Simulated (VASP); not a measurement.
# HgTe (F-43m) in VASP: a series of runs

The runs below take HgTe through elastic constants, vibrations by perturbation theory, with PBEsol.

Program: VASP 6.6.1. These are calculated values, not measurements. Logs are shortened: lines on timing, memory, paths and dates and some standing lists are left out, and cuts for length are marked.

### Step 1. The cell of the first run

The structure is cubic, space group F-43m (No. 216). Conventional cell: a = 6.429 Å, b = 6.429 Å, c = 6.429 Å, α = 90.00°, β = 90.00°, γ = 90.00°. Hg (site symmetry -43m) has 4 Te at 2.78 Å within 3.7 Å. Within 3.7 Å of Te (site symmetry -43m) lie 4 Hg at 2.78 Å.

### Step 2. Elastic constants, PBEsol

Input file INCAR:

```
SYSTEM = HgTe
PREC = Accurate ; ENCUT = 600
EDIFF = 1E-8 ; ISMEAR = -1
SIGMA = 0.05 ; LREAL = .FALSE.
LASPH = .TRUE. ; NELM = 80
ALGO = Normal ; ISIF = 3
LWAVE = .FALSE. ; LCHARG = .TRUE.
GGA = PS ; IBRION = 6
NFREE = 2 ; POTIM = 0.015
NSW = 1
```

Input file KPOINTS:

```
regular mesh
0
G
  6 6 6
  0 0 0
```

Input file POSCAR:

```
HgTe
1.0
    0.0000000000      3.2145000000      3.2145000000
    3.2145000000      0.0000000000      3.2145000000
    3.2145000000      3.2145000000      0.0000000000
Hg Te
1 1
Direct
    0.0000000000      0.0000000000      0.0000000000
    0.7500000000      0.7500000000      0.7500000000
```

Potentials or basis: VASP PAW PBE potentials, release 64 (Hg, Te).

The run is started by

```sh
> cat potpaw_PBE.64/Hg/POTCAR potpaw_PBE.64/Te/POTCAR > POTCAR
> mpirun -np 1 vasp_std > vasp.out
```

OUTCAR:

```text
SYSTEM = HgTe
   PREC = Accurate
   ENCUT = 600
   EDIFF = 1E-8
   ISMEAR = -1
   LREAL = .FALSE.
   LASPH = .TRUE.
   NELM = 80
   ISIF = 3
   GGA = PS
   IBRION = 6
   NFREE = 2
   POTIM = 0.015
   NSW = 1

 ion  position               nearest neighbor table
   1  0.000  0.000  0.000-   2 2.78   2 2.78   2 2.78   2 2.78
   2  0.750  0.750  0.750-   1 2.78   1 2.78   1 2.78   1 2.78

  LATTYP: Found a face centered cubic cell.
 ALAT       =     6.4290000000

  Lattice vectors:

 A1 = (   0.0000000000,   3.2145000000,   3.2145000000)
 A2 = (   3.2145000000,   0.0000000000,   3.2145000000)
 A3 = (   3.2145000000,   3.2145000000,   0.0000000000)

Analysis of symmetry for initial positions (statically):
=====================================================================
 Subroutine PRICEL returns:
 Original cell was already a primitive cell.

 Routine SETGRP: Setting up the symmetry group for a
 face centered cubic supercell.

 Subroutine GETGRP returns: Found 24 space group operations
 (whereof 24 operations were pure point group operations)
 out of a pool of 48 trial point group operations.

The static configuration has the point symmetry T_d .

Analysis of symmetry for dynamics (positions and initial velocities):
=====================================================================
 Subroutine PRICEL returns:
 Original cell was already a primitive cell.

 Routine SETGRP: Setting up the symmetry group for a
 face centered cubic supercell.

 Subroutine GETGRP returns: Found 24 space group operations
 (whereof 24 operations were pure point group operations)
 out of a pool of 48 trial point group operations.

The dynamic configuration has the point symmetry T_d .

 Subroutine INISYM returns: Found 24 space group operations
 (whereof 24 operations are pure point group operations),
 and found     1 'primitive' translations

[... 346 lines left out ...]
     13       7.2905      0.00000
[... 354 lines left out ...]
  band No.  band energies     occupation
      1      -8.3583      2.00000
      2      -4.1700      2.00000
      3      -4.1196      2.00000
      4      -3.8304      2.00000
      5      -3.7341      2.00000
      6      -3.4973      2.00000
      7      -2.2515      2.00000
      8       1.0263      2.00000
      9       1.7253      2.00000
     10       4.9425      0.00000
     11       7.4780      0.00000
     12       8.8191      0.00000
     13       9.4085      0.00000

 [... further k-points ...]
[... 5 lines left out ...]
  --------------------------------------------------------------------------------------
  -------------------------------------------------------------------------------------
  Total        0.8160049      0.8179152      0.8179152      0.0000000     -0.0958405      0.0000000
  in kB       19.6803604     19.7264346     19.7264346      0.0000000     -2.3114759      0.0000000
  external PRESSURE =      19.7110765 kB  Pullay stress =       0.0000000 kB
[... 17 lines left out ...]
  FREE ENERGIE OF THE ION-ELECTRON SYSTEM (eV)
  ---------------------------------------------------
  free  energy   TOTEN  =        -4.3476221022 eV

  energy  without entropy=       -4.3466793328  energy(sigma->0) =       -4.34715072

 INTERNAL STRAIN TENSORS FROM STRAINED CELLS
 ============================================

 INTERNAL STRAIN TENSOR FOR ION    1 for displacements in x,y,z  (eV/Angst):
          X           Y           Z          XY          YZ          ZX
  --------------------------------------------------------------------------------
  x    -0.00000     0.00000    -0.00000     0.00000    -6.40504     0.00000
  y     0.00000     0.00000    -0.00000    -0.00000    -0.00000    -6.40509
  z    -0.00000     0.00000     0.00000    -6.40519    -0.00000     0.00000

 INTERNAL STRAIN TENSORS FROM DISPLACED ATOMS
 ============================================

 INTERNAL STRAIN TENSOR FOR ION    1 for displacements in x,y,z  (eV/Angst):
          X           Y           Z          XY          YZ          ZX
  --------------------------------------------------------------------------------
  x     0.00000    -0.00000    -0.00000     0.00000    -6.38507     0.00000
  y    -0.00000    -0.00000    -0.00000     0.00000     0.00000    -6.38507
  z    -0.00000    -0.00000     0.00000    -6.38507     0.00000     0.00000

 INTERNAL STRAIN TENSOR FOR ION    2 for displacements in x,y,z  (eV/Angst):
          X           Y           Z          XY          YZ          ZX
  --------------------------------------------------------------------------------
  x     0.00000     0.00000     0.00000     0.00000     6.40236     0.00000
  y     0.00000     0.00000     0.00000     0.00000     0.00000     6.40236
  z     0.00000     0.00000     0.00000     6.40236     0.00000     0.00000

 Eigenvectors and eigenvalues of the dynamical matrix
 ----------------------------------------------------

   1 f  =    3.604113 THz    22.645309 2PiTHz  120.220267 cm-1    14.905407 meV
             X         Y         Z           dx          dy          dz
      0.000000  0.000000  0.000000    -0.623544    0.000000   -0.000000
      4.821750  4.821750  4.821750     0.781788    0.000000   -0.000000
[... 21 lines left out ...]
   6 f/i=    0.000029 THz     0.000183 2PiTHz    0.000973 cm-1     0.000121 meV
             X         Y         Z           dx          dy          dz
      0.000000  0.000000  0.000000    -0.156067    0.761159    0.086442
      4.821750  4.821750  4.821750    -0.124477    0.607091    0.068945

--------------------------------------------------------------------------------------------------------

 ELASTIC MODULI CONTR FROM IONIC RELAXATION (kBar)
 Direction    XX          YY          ZZ          XY          YZ          ZX
 --------------------------------------------------------------------------------
 XX          -0.0000     -0.0000      0.0000     -0.0000      0.0000     -0.0000
 YY          -0.0000     -0.0000     -0.0000     -0.0000     -0.0000     -0.0000
 ZZ           0.0000     -0.0000     -0.0000      0.0000     -0.0000     -0.0000
 XY          -0.0000     -0.0000      0.0000   -237.8569      0.0000      0.0000
 YZ           0.0000     -0.0000     -0.0000      0.0000   -237.8569      0.0000
 ZX          -0.0000     -0.0000     -0.0000      0.0000      0.0000   -237.8569
 --------------------------------------------------------------------------------

 TOTAL ELASTIC MODULI (kBar)
 Direction    XX          YY          ZZ          XY          YZ          ZX
 --------------------------------------------------------------------------------
 XX         591.0227    454.0141    454.0141     -0.0000      0.0000     -0.0000
 YY         454.0141    591.0227    454.0141      0.0000      0.0000     -0.0000
 ZZ         454.0141    454.0141    591.0227      0.0000      0.0000     -0.0000
 XY          -0.0000      0.0000      0.0000    193.6965      0.0000     -0.0000
 YZ           0.0000      0.0000      0.0000      0.0000    193.6965     -0.0000
 ZX          -0.0000     -0.0000     -0.0000     -0.0000     -0.0000    193.6965
 --------------------------------------------------------------------------------
```

stdout:

```text
POSCAR found type information on POSCAR HgTe
 POSCAR found :  2 types and       2 ions
 scaLAPACK will be used
 -----------------------------------------------------------------------------
|                                                                             |
|                                                                             |
|     You enforced a specific xc type in the INCAR file but a different       |
|     I HOPE YOU KNOW WHAT YOU ARE DOING!                                     |
|                                                                             |
[... 33 lines left out ...]
 Finite differences progress:
 bond charge predicted
 Finite differences progress:
 bond charge predicted
 Finite differences progress:
 bond charge predicted
 Finite differences progress:
 bond charge predicted
 Finite differences progress:
 bond charge predicted
 Finite differences progress:
```

Wall time 15 min (1 thread of Intel Xeon 8259CL, shared host); peak memory 0.3 GiB.

What came out:

| Item | Value |
| --- | --- |
| Elastic constants C11, C12, C44 | 59, 45, 19 GPa |
| Voigt bulk modulus | 50 GPa |
| Highest phonon frequency at Γ, LO-TO splitting left out | 120 cm⁻¹ |

Phonon frequencies in cm⁻¹ (negative: imaginary):
```
              q point        frequencies
(0.000, 0.000, 0.000)  0 0 0 120 120 120
```

Elastic tensor in Voigt notation (GPa, in the Cartesian axes of the cell as first typed):
```
59 45 45  0  0  0
45 59 45  0  0  0
45 45 59  0  0  0
 0  0  0 19  0  0
 0  0  0  0 19  0
 0  0  0  0  0 19
```

Clamped-ion elastic tensor (GPa):
```
59 45 45  0  0  0
45 59 45  0  0  0
45 45 59  0  0  0
 0  0  0 43  0  0
 0  0  0  0 43  0
 0  0  0  0  0 43
```

Caveat: the cell is under stress, which shifts elastic constants; the PAW data sets were made with another functional, which shifts forces and pressure a little; spin-orbit coupling is left out, which moves the levels of the heavy elements.

### Step 3. Vibrations by perturbation theory, PBEsol

Input file INCAR:

```
ALGO     = Normal         # electronic algorithm
EDIFF    = 1E-8           # SCF threshold, eV
ENCUT    = 520            # plane-wave cutoff, eV
GGA      = PS             # functional
IBRION   = 8              # ionic algorithm
ISIF     = 2              # what is computed and relaxed
ISMEAR   = -1             # smearing method
LASPH    = T              # aspherical terms in the spheres
LCHARG   = T              # write CHGCAR
LREAL    = F              # projectors in reciprocal space
LWAVE    = F              # write WAVECAR
NELM     = 100            # most SCF steps
NSW      = 1              # ionic steps
PREC     = Accurate       # precision mode
SIGMA    = 0.05           # smearing width, eV
```

Input file KPOINTS:

```
k-points
0
Gamma
  6 6 6
```

POSCAR is that of step 2.

Potentials or basis: VASP PAW PBE potentials, release 64 (Hg, Te).

The run is started by

```sh
> cat potpaw_PBE.64/Hg/POTCAR potpaw_PBE.64/Te/POTCAR > POTCAR
> mpirun -np 1 vasp_std > vasp.out
```

OUTCAR:

```text
EDIFF = 1E-8
   ENCUT = 520
   GGA = PS
   IBRION = 8
   ISIF = 2
   ISMEAR = -1
   LASPH = T
   LREAL = F
   NELM = 100
   NSW = 1
   PREC = Accurate

 ion  position               nearest neighbor table
   1  0.000  0.000  0.000-   2 2.78   2 2.78   2 2.78   2 2.78
   2  0.750  0.750  0.750-   1 2.78   1 2.78   1 2.78   1 2.78

  LATTYP: Found a face centered cubic cell.
 ALAT       =     6.4290000000

  Lattice vectors:

 A1 = (   0.0000000000,   3.2145000000,   3.2145000000)
 A2 = (   3.2145000000,   0.0000000000,   3.2145000000)
[... 499 lines left out ...]
  1X    -4.148827    0.000000    0.000000    4.148827    0.000000    0.000000
  1Y     0.000000   -4.148827    0.000000    0.000000    4.148827    0.000000
  1Z     0.000000    0.000000   -4.148827    0.000000    0.000000    4.148827
  2X     4.147704    0.000000    0.000000   -4.147704    0.000000    0.000000
  2Y     0.000000    4.147704    0.000000    0.000000   -4.147704    0.000000
  2Z     0.000000    0.000000    4.147704    0.000000    0.000000   -4.147704

 Eigenvectors and eigenvalues of the dynamical matrix
 ----------------------------------------------------

   1 f  =    3.605456 THz    22.653746 2PiTHz  120.265053 cm-1    14.910959 meV
             X         Y         Z           dx          dy          dz
      0.000000  0.000000  0.000000     0.574861    0.239494   -0.032259
      4.821750  4.821750  4.821750    -0.720665   -0.300238    0.040441
[... 21 lines left out ...]
   6 f/i=    0.000238 THz     0.001495 2PiTHz    0.007936 cm-1     0.000984 meV
             X         Y         Z           dx          dy          dz
      0.000000  0.000000  0.000000    -0.700203    0.341668   -0.064150
      4.821750  4.821750  4.821750    -0.558539    0.272542   -0.051171

--------------------------------------------------------------------------------------------------------

 ELASTIC MODULI CONTR FROM IONIC RELAXATION (kBar)
 Direction    XX          YY          ZZ          XY          YZ          ZX
 --------------------------------------------------------------------------------
 XX          -0.0000     -0.0000     -0.0000      0.0000      0.0000     -0.0000
 YY          -0.0000     -0.0000     -0.0000      0.0000      0.0000      0.0000
 ZZ          -0.0000     -0.0000     -0.0000      0.0000      0.0000     -0.0000
 XY           0.0000      0.0000      0.0000   -223.5834      0.0000      0.0000
 YZ           0.0000      0.0000      0.0000      0.0000   -223.5834      0.0000
 ZX          -0.0000      0.0000     -0.0000      0.0000      0.0000   -223.5834
 --------------------------------------------------------------------------------
```

stdout:

```text
POSCAR found type information on POSCAR HgTe
 POSCAR found :  2 types and       2 ions
 scaLAPACK will be used
 -----------------------------------------------------------------------------
|                                                                             |
|                                                                             |
|     You enforced a specific xc type in the INCAR file but a different       |
|     I HOPE YOU KNOW WHAT YOU ARE DOING!                                     |
|                                                                             |
 -----------------------------------------------------------------------------

 LDA part: xc-table for (Slater+PW92), standard interpolation
 POSCAR, INCAR and KPOINTS ok, starting setup
 FFT: planning ... GRIDC
 FFT: planning ... GRID_SOFT
 FFT: planning ... GRID
 WAVECAR not read
 entering main loop
 Linear response reoptimize wavefunctions to high precision
 Linear response DOF=           2
 Linear response progress:
 first order change of Fermi-energy  -0.12162E-03
 force on displaced ion       1 direction 1 :  -4.149   0.000   0.000
 Linear response progress:
 first order change of Fermi-energy   0.48452E-03
 force on displaced ion       2 direction 1 :  -4.148   0.000   0.000
 Linear response finished
```

Wall time 3.5 min (1 thread of Intel Xeon 8259CL, shared host); peak memory 0.3 GiB.

Results:

```yaml
Highest_phonon_frequency_at_Γ_LO-TO_splitting_left_out: 120 cm⁻¹
```

Phonon frequencies in cm⁻¹ (negative: imaginary):
```csv
q point,frequencies
"(0.000, 0.000, 0.000)",0 0 0 120 120 120
```

Caveat: the cell stands under pressure or tension, which shifts response properties; the PAW data sets were made with another functional, which shifts forces and pressure a little; spin-orbit coupling is left out, which moves the levels of the heavy elements.
